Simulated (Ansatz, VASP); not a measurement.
## Pd: VASP beside Ansatz

```xyz
2
Lattice="2.8306 0.0000 0.0000 -1.4153 2.4514 0.0000 0.0000 0.0000 4.7219" Properties=species:S:1:pos:R:3 pbc="T T T"
Pd    0.0000    1.6342    1.1805
Pd    1.4153    0.8171    3.5414
```

Alike in both runs: task single point; functional revPBE; k mesh 15 × 15 × 8; occupations fermi-dirac, width 0.05 eV; collinear spin.

|  | VASP | Ansatz |
| --- | --- | --- |
| version | VASP 6.6.1 | Ansatz 0.2.0 |
| potentials or method | VASP PAW PBE potentials, release 64 (Pd), cutoff 520 eV | plane waves (420 eV) with PAW, scalar-relativistic |
| valence electrons in the cell | 20 | 36 |

```csv
,VASP,Ansatz,Ansatz less VASP
pressure (GPa),-5.5,-5.3,+0.18
"traceless stress, the component that is largest in VASP (GPa)",-0.25,-0.21,+0.035
net moment per atom (μB),0.37,0.37,0.000
size of the moment on the site where the two differ most (μB),0.38,0.39,+0.007
```

VASP's potentials were made for PBE, not for revPBE. Site moments also hang on the region over which each program counts them. VASP's potentials hold 20 valence electrons a cell and Ansatz's 36, so a difference there can come from the potentials and not from the codes.
